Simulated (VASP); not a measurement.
# Mo (Fd-3m) in VASP: notebook

The runs below take Mo through single point, with PBE.

All numbers are computed with VASP 6.6.1; they aren't measurements. Logs are shortened: lines on timing, memory, paths and dates and some standing lists are left out, and cuts for length are marked.

### Step 1. The cell of the first run

It takes space group Fd-3m (No. 227, cubic). The conventional cell has a = 5.387 Å, b = 5.387 Å, c = 5.387 Å, α = 90.00°, β = 90.00°, γ = 90.00°. Within 3.1 Å of Mo (site symmetry -43m) lie 4 Mo at 2.33 Å.

This isn't the form of Mo at room conditions, which is bcc.

### Step 2. Single point, PBE (19.55 Å³/atom)

Input file INCAR:

```
PREC = Accurate
ENCUT = 520
EDIFF = 1E-6
ISMEAR = -1
SIGMA = 0.05
LREAL = F
LASPH = T
NELM = 100
ALGO = Normal
ISIF = 2
LWAVE = F
LCHARG = T
GGA = PE
LELF = T
LVHAR = T
NBANDS = 21
```

Input file KPOINTS:

```
regular mesh
0
Gamma
  14 14 14
```

Input file POSCAR:

```
Mo
1.0
    0.0000000000      2.6936760050      2.6936760050
    2.6936760050      0.0000000000      2.6936760050
    2.6936760050      2.6936760050      0.0000000000
Mo
2
Direct
   -0.1250000000     -0.1250000000     -0.1250000000
    0.1250000000      0.1250000000      0.1250000000
```

Potentials or basis: VASP PAW PBE potentials, release 64 (Mo_sv).

The run is started by

```console
> cat potpaw_PBE.64/Mo_sv/POTCAR > POTCAR
> mpirun -np 1 vasp_std > vasp.out
```

OUTCAR:

```text
PREC = Accurate
   ENCUT = 520
   EDIFF = 1E-6
   ISMEAR = -1
   LREAL = F
   LASPH = T
   NELM = 100
   ISIF = 2
   GGA = PE

 ion  position               nearest neighbor table
   1  0.875  0.875  0.875-   2 2.33   2 2.33   2 2.33   2 2.33
   2  0.125  0.125  0.125-   1 2.33   1 2.33   1 2.33   1 2.33

  LATTYP: Found a face centered cubic cell.
 ALAT       =     5.3873520100

  Lattice vectors:

 A1 = (   0.0000000000,   2.6936760050,   2.6936760050)
 A2 = (   2.6936760050,   0.0000000000,   2.6936760050)
 A3 = (   2.6936760050,   2.6936760050,   0.0000000000)

Analysis of symmetry for initial positions (statically):
=====================================================================
 Subroutine PRICEL returns:
 Original cell was already a primitive cell.

 Routine SETGRP: Setting up the symmetry group for a
 face centered cubic supercell.

 Subroutine GETGRP returns: Found 48 space group operations
 (whereof 12 operations were pure point group operations)
 out of a pool of 48 trial point group operations.

The static configuration has the point symmetry D_3d.
 The point group associated with its full space group is O_h .

Analysis of symmetry for dynamics (positions and initial velocities):
=====================================================================
 Subroutine PRICEL returns:
 Original cell was already a primitive cell.

 Routine SETGRP: Setting up the symmetry group for a
 face centered cubic supercell.

 Subroutine GETGRP returns: Found 48 space group operations
 (whereof 12 operations were pure point group operations)
 out of a pool of 48 trial point group operations.

The dynamic configuration has the point symmetry D_3d.
 The point group associated with its full space group is O_h .

 Subroutine INISYM returns: Found 48 space group operations
 (whereof 12 operations are pure point group operations),
 and found     1 'primitive' translations

----------------------------------------------------------------------------------------

                                     Primitive cell

  volume of cell :      39.0900

  direct lattice vectors                    reciprocal lattice vectors
     0.000000000  2.693676005  2.693676005    -0.185619948  0.185619948  0.185619948
     2.693676005  0.000000000  2.693676005     0.185619948 -0.185619948  0.185619948
     2.693676005  2.693676005  0.000000000     0.185619948  0.185619948 -0.185619948

  length of vectors
     3.809433139  3.809433139  3.809433139     0.321503181  0.321503181  0.321503181

  position of ions in fractional coordinates (direct lattice)
     0.875000000  0.875000000  0.875000000
     0.125000000  0.125000000  0.125000000

  ion indices of the primitive-cell ions
   primitive index   ion index
                 1           1
                 2           2

----------------------------------------------------------------------------------------

 KPOINTS: regular mesh

Automatic generation of k-mesh.
 Grid dimensions read from file:
 generate k-points for:   14   14   14

 Generating k-lattice:

  Cartesian coordinates                     Fractional coordinates (reciprocal lattice)
    -0.013258568  0.013258568  0.013258568     0.071428571  0.000000000  0.000000000
     0.013258568 -0.013258568  0.013258568     0.000000000  0.071428571  0.000000000
     0.013258568  0.013258568 -0.013258568     0.000000000  0.000000000  0.071428571

  Length of vectors
     0.022964513  0.022964513  0.022964513

  Shift w.r.t. Gamma in fractional coordinates (k-lattice)
     0.000000000  0.000000000  0.000000000

 Subroutine IBZKPT returns following result:
 ===========================================

 Found    104 irreducible k-points:

 Following reciprocal coordinates:
            Coordinates               Weight
  0.000000  0.000000  0.000000      1.000000
  0.071429  0.000000  0.000000      8.000000
  0.142857  0.000000  0.000000      8.000000
  0.214286  0.000000  0.000000      8.000000
  0.285714  0.000000  0.000000      8.000000
  0.357143  0.000000  0.000000      8.000000
[... 16 lines left out ...]
  0.214286  0.142857  0.000000     24.000000
  0.285714  0.142857  0.000000     24.000000
 [... further k-points ...]
   k-points           NKPTS =    104   k-points in BZ     NKDIM =    104   number of bands    NBANDS=     21
   number of dos      NEDOS =    301   number of ions     NIONS =      2
   total plane-waves  NPLWV =  21952
   dimension x,y,z NGX =    28 NGY =   28 NGZ =   28
   dimension x,y,z NGXF=    56 NGYF=   56 NGZF=   56
   ions per type =               2
   NGX,Y,Z   is equivalent  to a cutoff of  12.22, 12.22, 12.22 a.u.
   NGXF,Y,Z  is equivalent  to a cutoff of  24.44, 24.44, 24.44 a.u.
 SYSTEM =  unknown system
   PREC   = accura    normal or accurate (medium, high low for compatibility)
   ISTART =      0    job   : 0-new  1-cont  2-samecut
   ICHARG =      2    charge: 1-file 2-atom 10-const
   ISPIN  =      1    spin polarized calculation?
   LNONCOLLINEAR =      F non collinear calculations
   LSORBIT =      F    spin-orbit coupling
   LASPH  =      T    aspherical Exc in radial PAW
   ENCUT  =  520.0 eV  38.22 Ry    6.18 a.u.   7.08  7.08  7.08*2*pi/ulx,y,z
   NELM   =    100;   NELMIN=  2; NELMDL= -5     # of ELM steps
   EDIFF  = 0.1E-05   stopping-criterion for ELM
   LREAL  =      F    real-space projection
   EDIFFG = 0.1E-04   stopping-criterion for IOM
   NSW    =      0    number of steps for IOM
   IBRION =     -1    ionic relax: 0-MD 1-quasi-New 2-CG
   NFREE  =      0    steps in history (QN), initial steepest desc. (CG)
   ISIF   =      2    stress and relaxation
   ISYM   =      2    0-nonsym 1-usesym 2-fastsym
   POTIM  = 0.5000    time-step for ionic-motion
   TEBEG  =    0.0;   TEEND  =   0.0 temperature during run
   PSTRESS=    0.0 pullay stress
   NELECT =      28.0000    total number of electrons
   NUPDOWN=      -1.0000    fix difference up-down
   EMIN   =  10.00;   EMAX   =-10.00  energy-range for DOS
   EFERMI =   0.00;   METHOD = LEGACY
   ISMEAR =    -1;   SIGMA  =   0.05  broadening in eV -4-tet -1-fermi 0-gaus
   EFERMI_NEDOS =   21; number of points for ismear=-14 and -15
   IALGO  =     38    algorithm
   IMIX   =      4    mixing-type and parameters
     AMIX     =   0.40;   BMIX     =  1.00
     AMIX_MAG =   1.60;   BMIX_MAG =  1.00
  volume/ion in A,a.u.               =      19.55       131.90
  Fermi-wavevector in a.u.,A,eV,Ry     =   1.464779  2.768031 29.192361  2.145578
  Thomas-Fermi vector in A             =   2.580715
   LORBIT       =      0    0 simple, 1 ext, 2 COOP (PROOUT), +10 PAW based schemes
   GGA     = PE    functional components
   LHFCALC =     F    Hartree Fock is set to
   AEXX    =    0.0000 exact exchange contribution
   IVDW    =     0    specifies the selected vdW correction
   LEPSILON=     F    determine dielectric tensor
   LRPA    =     F    only Hartree local field effects (RPA)
 non-spin polarized calculation
  energy-cutoff  :      520.00
  volume of cell :       39.09
 maximum number of plane-waves:      1067
   NGX = 15   NGY = 15   NGZ = 15

 number of electron      28.0000001 magnetization

 Free energy of the ion-electron system (eV)
  ---------------------------------------------------
  ext. energy  EPLUGINS =         0.00000000
  ---------------------------------------------------
  free energy    TOTEN  =       -16.94233703 eV

  energy without entropy =      -16.92359110  energy(sigma->0) =      -16.93296407

 E-fermi :   8.8953     XC(G=0): -11.6758

 val. band max:        8.8866206092   @ k =  -0.2143   0.2857   0.0714
 cond. band min:       8.8964562168   @ k =  -0.1429   0.2143   0.0714
 fundamental gap:      0.0098356076
 Fermi energy:         8.8952981688

 k-point     1 :       0.0000    0.0000    0.0000
  band No.  band energies     occupation
      1     -51.8150      2.00000
      2     -50.6457      2.00000
      3     -26.3270      2.00000
      4     -26.3270      2.00000
      5     -26.3270      2.00000
      6     -24.6837      2.00000
[... 13 lines left out ...]
     20      20.7077      0.00000
     21      21.5423      0.00000

 k-point     2 :       0.0714    0.0000    0.0000
  band No.  band energies     occupation
      1     -51.8046      2.00000
      2     -50.6573      2.00000
      3     -26.3383      2.00000
      4     -26.3383      2.00000
      5     -26.3269      2.00000
      6     -24.6823      2.00000
[... 13 lines left out ...]
     20      20.1567      0.00000
     21      21.5968      0.00000

 k-point     3 :       0.1429    0.0000    0.0000
  band No.  band energies     occupation
      1     -51.7742      2.00000
      2     -50.6910      2.00000
      3     -26.3690      2.00000
      4     -26.3690      2.00000
      5     -26.3270      2.00000
      6     -24.6779      2.00000
[... 13 lines left out ...]
     20      19.6155      0.00000
     21      21.7561      0.00000

 k-point     4 :       0.2143    0.0000    0.0000
  band No.  band energies     occupation
      1     -51.7268      2.00000
      2     -50.7433      2.00000
      3     -26.4113      2.00000
      4     -26.4113      2.00000
      5     -26.3283      2.00000
      6     -24.6701      2.00000
[... 13 lines left out ...]
     20      19.2261      0.00000
     21      20.3250      0.00000

 k-point     5 :       0.2857    0.0000    0.0000
  band No.  band energies     occupation
      1     -51.6676      2.00000
      2     -50.8080      2.00000
      3     -26.4558      2.00000
      4     -26.4558      2.00000
      5     -26.3313      2.00000
      6     -24.6594      2.00000
[... 13 lines left out ...]
     20      18.0299      0.00000
     21      19.3922      0.00000
[... 382 lines left out ...]
     20      19.7959      0.00000
     21      21.5996      0.00000

 k-point    22 :       0.1429    0.1429    0.0000
  band No.  band energies     occupation
      1     -51.7599      2.00000
      2     -50.7069      2.00000
      3     -26.4186      2.00000
      4     -26.4186      2.00000
      5     -26.2431      2.00000
      6     -24.7685      2.00000
[... 13 lines left out ...]
     20      19.3766      0.00000
     21      21.4199      0.00000

 k-point    23 :       0.2143    0.1429    0.0000
  band No.  band energies     occupation
      1     -51.7237      2.00000
      2     -50.7467      2.00000
      3     -26.4635      2.00000
      4     -26.4623      2.00000
      5     -26.2061      2.00000
      6     -24.8034      2.00000
[... 13 lines left out ...]
     20      19.1850      0.00000
     21      20.6949      0.00000

 k-point    24 :       0.2857    0.1429    0.0000
  band No.  band energies     occupation
      1     -51.6720      2.00000
      2     -50.8032      2.00000
      3     -26.5163      2.00000
      4     -26.5063      2.00000
      5     -26.1754      2.00000
      6     -24.8274      2.00000
[... 13 lines left out ...]
     20      18.9139      0.00000
     21      19.4118      0.00000

 [... further k-points ...]
[... 5 lines left out ...]
  --------------------------------------------------------------------------------------
  -------------------------------------------------------------------------------------
  Total        6.1332285      6.1332285      6.1332285      0.0000000     -0.0000000     -0.0000000
  in kB      251.3817015    251.3817015    251.3817015      0.0000000     -0.0000000     -0.0000000
  external PRESSURE =     251.3817015 kB  Pullay stress =       0.0000000 kB

 VOLUME and BASIS-vectors are now :
 -----------------------------------------------------------------------------
  energy-cutoff  :      520.00
  volume of cell :       39.09
      direct lattice vectors                 reciprocal lattice vectors
     0.000000000  2.693676005  2.693676005    -0.185619948  0.185619948  0.185619948
     2.693676005  0.000000000  2.693676005     0.185619948 -0.185619948  0.185619948
     2.693676005  2.693676005  0.000000000     0.185619948  0.185619948 -0.185619948

 POSITION                                       TOTAL-FORCE (eV/Angst)
 -----------------------------------------------------------------------------------
      4.71393      4.71393      4.71393        -0.000000      0.000000     -0.000000
      0.67342      0.67342      0.67342         0.000000     -0.000000      0.000000
 -----------------------------------------------------------------------------------
    total drift:                                0.000000     -0.000000     -0.000000

  FREE ENERGIE OF THE ION-ELECTRON SYSTEM (eV)
  ---------------------------------------------------
  free  energy   TOTEN  =       -16.9423370320 eV

  energy  without entropy=      -16.9235911046  energy(sigma->0) =      -16.93296407
```

Wall time 82 s (1 thread of Intel Xeon 8259CL, shared host); peak memory 0.2 GiB.

Results:

```
Free energy            : -16.9423 eV
Pressure               : 25.1 GPa
Band gap on the k mesh : zero (bands 14 and 15 overlap by 0.73 eV)
```

Caveat: the cell stands under pressure.

[end of part 1 of 2]
